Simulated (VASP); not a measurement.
A run of VASP 6.6.1 is set up as follows.

The input INCAR:

```
SYSTEM = PbS
PREC = Accurate
ENCUT = 520
EDIFF = 1E-8
ISMEAR = -1
SIGMA = 0.05
LREAL = .FALSE.
LASPH = .TRUE.
NELM = 60
ALGO = Normal
ISIF = 2
LWAVE = .FALSE.
LCHARG = .FALSE.
GGA = PS
NBANDS = 17
IBRION = 8
NSW = 1
```

File KPOINTS:

```
Automatic mesh
0
G
  8 8 8
  0 0 0
```

The input POSCAR:

```
PbS
1.0
    0.0000000000      2.9657500000      2.9657500000
    2.9657500000      0.0000000000      2.9657500000
    2.9657500000      2.9657500000      0.0000000000
Pb S
1 1
Direct
    0.0000000000      0.0000000000      0.0000000000
    0.5000000000      0.5000000000      0.5000000000
```

Potentials or basis: VASP PAW PBE potentials, release 64 (Pb_d, S).

Command:

```bash
$ cat potpaw_PBE.64/Pb_d/POTCAR potpaw_PBE.64/S/POTCAR > POTCAR
$ mpirun -np 1 vasp_std > vasp.out
```

Q: What does it give for the highest phonon frequency at Γ, LO-TO splitting left out?

A: 52 cm⁻¹.

Phonon frequencies in cm⁻¹ (negative: imaginary):
```tsv
q point	frequencies
(0.000, 0.000, 0.000)	0 0 0 52 52 52
```
